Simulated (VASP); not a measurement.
# Ge5W (F-43m) in VASP: notebook

Ge5W is run at these levels: PBE; tasks: relaxation of cell and atoms, single point.

Program: VASP 6.6.1. These are calculated values, not measurements. Logs are shortened: lines on timing, memory, paths and dates and some standing lists are left out, and cuts for length are marked.

**1. The cell of the first run**

It takes space group F-43m (No. 216, cubic). Conventional cell: a = 8.216 Å, b = 8.216 Å, c = 8.216 Å, α = 90.00°, β = 90.00°, γ = 90.00°. Ge (site symmetry 3m) has 1 W at 1.94 Å and 3 Ge at 2.63 Å within 2.7 Å. Within 4.4 Å of Ge (site symmetry -43m) lie 12 Ge at 3.38 Å and 6 W at 4.11 Å. Within 2.6 Å of W (site symmetry -43m) lie 4 Ge at 1.94 Å.

The cell was generated, and may not be a known phase.

**2. Relaxation of cell and atoms, PBE**

Input file INCAR:

```
SYSTEM = Ge5W
PREC     = Accurate       ! precision mode
ENCUT    = 600            ! plane-wave cutoff, eV
EDIFF    = 1E-7           ! SCF threshold, eV
ISMEAR   = 0              ! smearing method
SIGMA    = 0.1            ! smearing width, eV
LREAL    = .FALSE.        ! projectors in reciprocal space
LASPH    = .TRUE.         ! aspherical terms in the spheres
NELM     = 60             ! most SCF steps
ALGO     = Normal         ! electronic algorithm
ISIF     = 3              ! what is computed and relaxed
LWAVE    = .FALSE.        ! write WAVECAR
LCHARG   = .FALSE.        ! write CHGCAR
GGA      = PE             ! functional
IBRION   = 2              ! ionic algorithm
NSW      = 90             ! ionic steps
EDIFFG   = -0.04          ! ionic threshold
```

Input file KPOINTS:

```
Automatic mesh
0
G
  4 4 4
  0 0 0
```

Input file POSCAR:

```
Ge5W
1.0
    0.0000000000      4.1077635000      4.1077635000
    4.1077635000      0.0000000000      4.1077635000
    4.1077635000      4.1077635000      0.0000000000
Ge W
5 1
Direct
    0.6366404700      0.6366404700      0.6366404700
    0.6366404700      0.6366404700      0.0900785800
    0.6366404700      0.0900785800      0.6366404700
    0.0900785800      0.6366404700      0.6366404700
    0.0000000000      0.0000000000      0.0000000000
    0.5000000000      0.5000000000      0.5000000000
```

Potentials or basis: VASP PAW PBE potentials, release 64 (Ge_d, W_sv).

Launch:

```
> cat potpaw_PBE.64/Ge_d/POTCAR potpaw_PBE.64/W_sv/POTCAR > POTCAR
> mpirun -np 1 vasp_std > vasp.out
```

OUTCAR:

```text
SYSTEM = Ge5W
   PREC = Accurate
   ENCUT = 600
   EDIFF = 1E-7
   ISMEAR = 0
   LREAL = .FALSE.
   LASPH = .TRUE.
   NELM = 60
   ISIF = 3
   GGA = PE
   IBRION = 2
   NSW = 90
   EDIFFG = -0.04

 ion  position               nearest neighbor table
   1  0.637  0.637  0.637-   6 1.94   3 2.63   4 2.63   2 2.63
   2  0.637  0.637  0.090-   6 1.94   3 2.63   4 2.63   1 2.63
   3  0.637  0.090  0.637-   6 1.94   2 2.63   4 2.63   1 2.63
   4  0.090  0.637  0.637-   6 1.94   2 2.63   3 2.63   1 2.63
   5  0.000  0.000  0.000-
   6  0.500  0.500  0.500-   1 1.94   2 1.94   3 1.94   4 1.94

  LATTYP: Found a face centered cubic cell.
 ALAT       =     8.2155270000

  Lattice vectors:

 A1 = (   0.0000000000,   4.1077635000,   4.1077635000)
 A2 = (   4.1077635000,   0.0000000000,   4.1077635000)
 A3 = (   4.1077635000,   4.1077635000,   0.0000000000)

Analysis of symmetry for initial positions (statically):
=====================================================================
 Subroutine PRICEL returns:
 Original cell was already a primitive cell.

 Routine SETGRP: Setting up the symmetry group for a
 face centered cubic supercell.

 Subroutine GETGRP returns: Found 24 space group operations
 (whereof 24 operations were pure point group operations)
 out of a pool of 48 trial point group operations.

The static configuration has the point symmetry T_d .

Analysis of symmetry for dynamics (positions and initial velocities):
=====================================================================
 Subroutine PRICEL returns:
 Original cell was already a primitive cell.

 Routine SETGRP: Setting up the symmetry group for a
 face centered cubic supercell.

 Subroutine GETGRP returns: Found 24 space group operations
 (whereof 24 operations were pure point group operations)
 out of a pool of 48 trial point group operations.

The dynamic configuration has the point symmetry T_d .

 Subroutine INISYM returns: Found 24 space group operations
 (whereof 24 operations are pure point group operations),
 and found     1 'primitive' translations

----------------------------------------------------------------------------------------

                                     Primitive cell

  volume of cell :     138.6265

  direct lattice vectors                    reciprocal lattice vectors
     0.000000000  4.107763500  4.107763500    -0.121720737  0.121720737  0.121720737
     4.107763500  0.000000000  4.107763500     0.121720737 -0.121720737  0.121720737
     4.107763500  4.107763500  0.000000000     0.121720737  0.121720737 -0.121720737

  length of vectors
     5.809254853  5.809254853  5.809254853     0.210826501  0.210826501  0.210826501

  position of ions in fractional coordinates (direct lattice)
     0.636640470  0.636640470  0.636640470
     0.636640470  0.636640470  0.090078580
     0.636640470  0.090078580  0.636640470
     0.090078580  0.636640470  0.636640470
     0.000000000  0.000000000  0.000000000
     0.500000000  0.500000000  0.500000000

  ion indices of the primitive-cell ions
   primitive index   ion index
                 1           1
                 2           2
                 3           3
                 4           4
                 5           5
                 6           6

----------------------------------------------------------------------------------------

 KPOINTS: Automatic mesh

Automatic generation of k-mesh.
 Grid dimensions read from file:
 generate k-points for:    4    4    4

 Generating k-lattice:

  Cartesian coordinates                     Fractional coordinates (reciprocal lattice)
    -0.030430184  0.030430184  0.030430184     0.250000000  0.000000000  0.000000000
     0.030430184 -0.030430184  0.030430184     0.000000000  0.250000000  0.000000000
     0.030430184  0.030430184 -0.030430184     0.000000000  0.000000000  0.250000000

  Length of vectors
     0.052706625  0.052706625  0.052706625

  Shift w.r.t. Gamma in fractional coordinates (k-lattice)
     0.000000000  0.000000000  0.000000000

 Subroutine IBZKPT returns following result:
 ===========================================

 Found      8 irreducible k-points:

 Following reciprocal coordinates:
            Coordinates               Weight
  0.000000  0.000000  0.000000      1.000000
  0.250000  0.000000  0.000000      8.000000
  0.500000  0.000000  0.000000      4.000000
  0.250000  0.250000  0.000000      6.000000
  0.500000  0.250000  0.000000     24.000000
 -0.250000  0.250000  0.000000     12.000000
  0.500000  0.500000  0.000000      3.000000
 -0.250000  0.500000  0.250000      6.000000
   k-points           NKPTS =      8   k-points in BZ     NKDIM =      8   number of bands    NBANDS=     50
   number of dos      NEDOS =    301   number of ions     NIONS =      6
   total plane-waves  NPLWV = 110592
   dimension x,y,z NGX =    48 NGY =   48 NGZ =   48
   dimension x,y,z NGXF=    96 NGYF=   96 NGZF=   96
   ions per type =               5   1
   NGX,Y,Z   is equivalent  to a cutoff of  13.74, 13.74, 13.74 a.u.
   NGXF,Y,Z  is equivalent  to a cutoff of  27.47, 27.47, 27.47 a.u.
 SYSTEM =  Ge5W
   PREC   = accura    normal or accurate (medium, high low for compatibility)
   ISTART =      0    job   : 0-new  1-cont  2-samecut
   ICHARG =      2    charge: 1-file 2-atom 10-const
   ISPIN  =      1    spin polarized calculation?
   LNONCOLLINEAR =      F non collinear calculations
   LSORBIT =      F    spin-orbit coupling
   LASPH  =      T    aspherical Exc in radial PAW
   ENCUT  =  600.0 eV  44.10 Ry    6.64 a.u.  11.60 11.60 11.60*2*pi/ulx,y,z
   NELM   =     60;   NELMIN=  2; NELMDL= -5     # of ELM steps
   EDIFF  = 0.1E-06   stopping-criterion for ELM
   LREAL  =      F    real-space projection
   EDIFFG = -.4E-01   stopping-criterion for IOM
   NSW    =     90    number of steps for IOM
   IBRION =      2    ionic relax: 0-MD 1-quasi-New 2-CG
   NFREE  =      1    steps in history (QN), initial steepest desc. (CG)
   ISIF   =      3    stress and relaxation
   ISYM   =      2    0-nonsym 1-usesym 2-fastsym
   POTIM  = 0.5000    time-step for ionic-motion
   TEBEG  =    0.0;   TEEND  =   0.0 temperature during run
   PSTRESS=    0.0 pullay stress
   NELECT =      84.0000    total number of electrons
   NUPDOWN=      -1.0000    fix difference up-down
   EMIN   =  10.00;   EMAX   =-10.00  energy-range for DOS
   EFERMI =   0.00;   METHOD = LEGACY
   ISMEAR =     0;   SIGMA  =   0.10  broadening in eV -4-tet -1-fermi 0-gaus
   EFERMI_NEDOS =   21; number of points for ismear=-14 and -15
   IALGO  =     38    algorithm
   IMIX   =      4    mixing-type and parameters
     AMIX     =   0.40;   BMIX     =  1.00
     AMIX_MAG =   1.60;   BMIX_MAG =  1.00
  volume/ion in A,a.u.               =      23.10       155.92
  Fermi-wavevector in a.u.,A,eV,Ry     =   1.385328  2.617890 26.111385  1.919133
  Thomas-Fermi vector in A             =   2.509748
   LORBIT       =      0    0 simple, 1 ext, 2 COOP (PROOUT), +10 PAW based schemes
   GGA     = PE    functional components
   LHFCALC =     F    Hartree Fock is set to
   AEXX    =    0.0000 exact exchange contribution
   IVDW    =     0    specifies the selected vdW correction
   LEPSILON=     F    determine dielectric tensor
   LRPA    =     F    only Hartree local field effects (RPA)
 conjugate gradient relaxation of ions
 non-spin polarized calculation
 Gauss-broadening in eV      SIGMA  =   0.10
  energy-cutoff  :      600.00
  volume of cell :      138.63
 maximum number of plane-waves:      4656
 NGX is ok and might be reduce to    48
   NGX = 23   NGY = 23   NGZ = 23

--------------------------------------- Ionic step        1  -------------------------------------------

 number of electron      84.0000011 magnetization

 Free energy of the ion-electron system (eV)
  ---------------------------------------------------
  ext. energy  EPLUGINS =         0.00000000
  ---------------------------------------------------
  free energy    TOTEN  =       -17.99612325 eV

  energy without entropy =      -17.98729334  energy(sigma->0) =      -17.99170830

 E-fermi :   4.6884     XC(G=0):  -9.8123

 val. band max:        4.5959717710   @ k =   0.2500   0.2500   0.0000
 cond. band min:       4.7958116601   @ k =   0.2500   0.0000   0.0000
 fundamental gap:      0.1998398891
 Fermi energy:         4.6883758356

 k-point     1 :       0.0000    0.0000    0.0000
  band No.  band energies     occupation
      1     -67.6433      2.00000
      2     -32.7882      2.00000
      3     -32.7882      2.00000
      4     -32.7882      2.00000
      5     -21.2126      2.00000
      6     -21.2126      2.00000
[... 450 lines left out ...]
  energy  without entropy=      -17.9872933421  energy(sigma->0) =      -17.99170830

--------------------------------------- Ionic step        2  -------------------------------------------

 number of electron      83.9999957 magnetization

 E-fermi :  -0.7436     XC(G=0):  -5.9295

 val. band max:       -0.7502463080   @ k =   0.2500   0.0000   0.0000
 cond. band min:      -0.7276062407   @ k =   0.5000   0.0000   0.0000
 fundamental gap:      0.0226400673
 Fermi energy:        -0.7435504507

 k-point     1 :       0.0000    0.0000    0.0000
  band No.  band energies     occupation
      1     -75.5442      2.00000
      2     -39.6581      2.00000
      3     -39.6581      2.00000
      4     -39.6581      2.00000
      5     -28.2218      2.00000
      6     -27.0280      2.00000
[... 486 lines left out ...]
  FREE ENERGIE OF THE ION-ELECTRON SYSTEM (eV)
  ---------------------------------------------------
  free  energy   TOTEN  =       -25.5229195232 eV

  energy  without entropy=      -25.4894754751  energy(sigma->0) =      -25.50619750

[... ionic steps 4 to 10 ...]

--------------------------------------- Ionic step       11  -------------------------------------------

 number of electron      83.9999967 magnetization

------------------------ aborting loop because EDIFF is reached ----------------------------------------

  FORCE on cell =-STRESS in cart. coord.  units (eV):
  Direction    XX          YY          ZZ          XY          YZ          ZX
  --------------------------------------------------------------------------------------
  -------------------------------------------------------------------------------------
  Total        0.5595351      0.5595351      0.5595351      0.0000000      0.0000000      0.0000000
  in kB        4.7510979      4.7510979      4.7510979      0.0000000      0.0000000      0.0000000
  external PRESSURE =       4.7510979 kB  Pullay stress =       0.0000000 kB
[... 65 lines left out ...]
  energy  without entropy=      -28.3976554894  energy(sigma->0) =      -28.41417518

--------------------------------------- Ionic step       13  -------------------------------------------

 number of electron      83.9999975 magnetization

 Free energy of the ion-electron system (eV)
  ---------------------------------------------------
  ext. energy  EPLUGINS =         0.00000000
  ---------------------------------------------------
  free energy    TOTEN  =       -28.43230932 eV

  energy without entropy =      -28.39883683  energy(sigma->0) =      -28.41557307

 E-fermi :   2.3084     XC(G=0):  -8.4302

 val. band max:        2.2854850279   @ k =   0.0000   0.0000   0.0000
 cond. band min:       2.3174976411   @ k =   0.2500   0.0000   0.0000
 fundamental gap:      0.0320126132
 Fermi energy:         2.3083948798

 k-point     1 :       0.0000    0.0000    0.0000
  band No.  band energies     occupation
      1     -71.0708      2.00000
      2     -35.3854      2.00000
      3     -35.3854      2.00000
      4     -35.3854      2.00000
      5     -23.7646      2.00000
      6     -23.7646      2.00000
[... 446 lines left out ...]
  FREE ENERGIE OF THE ION-ELECTRON SYSTEM (eV)
  ---------------------------------------------------
  free  energy   TOTEN  =       -28.4323093161 eV

  energy  without entropy=      -28.3988368298  energy(sigma->0) =      -28.41557307

 reached required accuracy - stopping structural energy minimisation
```

Run time: 20 min. Hardware: 1 thread of Intel Xeon Platinum 8259CL at 2.50GHz (Skylake/Cascade Lake), shared host; peak memory 0.37 GiB.

Results:

| Item | Value |
| --- | --- |
| Free energy | -28.4323 eV |
| Relaxed volume | 31.73 Å³/atom |
| Relaxed cell | a = 6.457 Å, b = 6.457 Å, c = 6.457 Å, α = 60.00°, β = 60.00°, γ = 60.00° |
| Space group after relaxing (to 0.1 Å) | F-43m (No. 216) |
| Pressure after relaxing | 0.0 GPa |
| Largest force after relaxing | 0.005 eV/Å |
| Band gap on the k mesh | zero (bands 42 and 43 overlap by 0.25 eV) |

Forces on the atoms (eV/Å):
```
Ge  -0.003 -0.003 -0.003
Ge   0.003  0.003 -0.003
Ge   0.003 -0.003  0.003
Ge  -0.003  0.003  0.003
Ge   0.000  0.000  0.000
W    0.000  0.000  0.000
```

Final structure:
```cif
data_structure
_symmetry_space_group_name_H-M 'P 1'
_symmetry_Int_Tables_number 1
_cell_length_a 6.4573
_cell_length_b 6.4573
_cell_length_c 6.4573
_cell_angle_alpha 60.000
_cell_angle_beta 60.000
_cell_angle_gamma 60.000
_cell_volume 190.39
loop_
_atom_site_label
_atom_site_type_symbol
_atom_site_fract_x
_atom_site_fract_y
_atom_site_fract_z
_atom_site_occupancy
Ge1 Ge 0.65057 0.65057 0.65057 1
Ge2 Ge 0.65057 0.65057 0.04829 1
Ge3 Ge 0.65057 0.04829 0.65057 1
Ge4 Ge 0.04829 0.65057 0.65057 1
Ge5 Ge 0.00000 0.00000 0.00000 1
W1 W 0.50000 0.50000 0.50000 1
```

Caveat: the volume moved by over 15 % at a fixed basis, so the end points are rough; spin-orbit coupling is left out, which moves the levels of the heavy elements.

(Continued in part 2 of 2.)

The gap in the log of VASP goes by the Fermi energy; the results here count the filled bands.